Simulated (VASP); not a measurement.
Wanted: the native input for a VASP 6.6.1 run.

| Property | Result |
| --- | --- |
| Task | single point |
| Functional | LDA |
| Potentials or basis | VASP PAW LDA potentials, release 64 (Ta_pv) |
| Cutoff | 520 eV |
| k mesh | 11 × 11 × 11 |
| Occupations | fermi-dirac, width 0.05 eV |
| Spin | no spin polarisation |
| Dipole correction | no |
| Further INCAR settings | ALGO = Normal; EDIFF = 1e-07; NBANDS = 12 |

The structure of Ta lies in POSCAR:

```
Ta
1.0
   -1.6175709496      1.6175709496      1.6175709496
    1.6175709496     -1.6175709496      1.6175709496
    1.6175709496      1.6175709496     -1.6175709496
Ta
1
Direct
    0.0000000000      0.0000000000      0.0000000000
```

These files were run (other wordings do the same):

INCAR

```
SYSTEM = Ta
ALGO = Normal
EDIFF = 1E-7
ENCUT = 520
GGA = CA
ISIF = 2
ISMEAR = -1
LASPH = .True.
LCHARG = .False.
LREAL = .False.
LWAVE = .False.
NBANDS = 12
NELM = 80
PREC = Accurate
SIGMA = 0.05
```

KPOINTS

```
k-points
0
Gamma
  11 11 11
  0 0 0
```

Potentials or basis: VASP PAW LDA potentials, release 64 (Ta_pv).

Run with:

```console
$ cat potpaw_LDA.64/Ta_pv/POTCAR > POTCAR
$ mpirun -np 1 vasp_std > vasp.out
```

It gave:

* Pressure: 4.9 GPa

It took 6.9 s on 1 thread of Intel(R) Xeon(R) Platinum 8488C (Sapphire Rapids), on a shared host, peak memory 0.13 GiB.
